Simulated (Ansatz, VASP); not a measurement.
Cu: VASP beside Ansatz

```
Cu
1.0
     0.00000    1.90562    1.86025
     1.90562    0.00000    1.86025
     1.90562    1.90562    0.00000
Cu
1
Direct
  0.00000 0.00000 0.00000
```

Change from the starting cell: strain +0.050 along x and y, +0.025 along z, atoms carried along.

Alike in both runs: task single point; functional PBE; k mesh 28 × 28 × 28; occupations gaussian, width 0.15 eV; no spin polarisation.

```csv
,VASP,Ansatz
version,VASP 6.6.1,Ansatz 0.2.0
potentials or method,"VASP PAW PBE potentials, release 64 (Cu_sv_GW), cutoff 700 eV","scalar-relativistic, plane waves, PAW"
valence electrons in the cell,19,19
```

Ansatz gave:

```
gap on the k mesh at the Fermi level (eV)                     : none
pressure (GPa)                                                : -12.6
traceless stress, the component that is largest in VASP (GPa) : 0.57
```

Question: Estimate VASP's values.

Answer: gap on the k mesh at the Fermi level (eV): none; pressure (GPa): -16.0; traceless stress, the component that is largest in VASP (GPa): 0.58.

A gap of «none» marks a metal or a gap that the smearing closes. The functional is the same, so the differences come from potentials, cutoffs and numerics.
